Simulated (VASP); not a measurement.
A run of VASP 6.6.1 is set up as follows.

Contents of POSCAR:

```
Rh
1.0
   -1.5228835681      1.5228835681      1.5228835681
    1.5228835681     -1.5228835681      1.5228835681
    1.5228835681      1.5228835681     -1.5228835681
Rh
1
Direct
    0.0000000000      0.0000000000      0.0000000000
```

File INCAR.step1:

```
ALGO = Normal ; EDIFF = 1E-4
ENCUT = 520 ; GGA = PE
ISMEAR = -1 ; LASPH = T
LCHARG = F ; LREAL = F
LWAVE = T ; NBANDS = 14
NELM = 80 ; PREC = Accurate
SIGMA = 0.1
```

File INCAR.step2:

```
ALGO = Normal ; EDIFF = 1E-7
ENCUT = 520 ; ISIF = 2
ISMEAR = -1 ; ISTART = 1
LASPH = T ; LCHARG = T
LELF = T ; LMIXTAU = T
LREAL = F ; LVHAR = T
LWAVE = F ; METAGGA = R2SCAN
NBANDS = 14 ; NELM = 80
PREC = Accurate ; SIGMA = 0.1
```

KPOINTS

```
k-points
0
Gamma
  7 7 7
```

Potentials or basis: VASP PAW PBE potentials, release 64 (Rh_pv).

Launch:

```console
$ cat potpaw_PBE.64/Rh_pv/POTCAR > POTCAR
$ cp INCAR.step1 INCAR
$ mpirun -np 1 vasp_std > vasp.out
$ cp INCAR.step2 INCAR
$ mpirun -np 1 vasp_std > vasp.out
```

Predict the pressure.

0.4 GPa.

Estimate the band gap on the k mesh.

zero (an odd number of electrons rules out a gap without spin polarisation).

Caveat: the k points lie up to 0.42 Å⁻¹ apart, too coarse for converged energies and pressures of a metal; an empty level that is flat over the whole mesh can mark a ghost state of the potentials, or a narrow d or f band; the PAW data sets were made with another functional, which shifts forces and pressure a little.
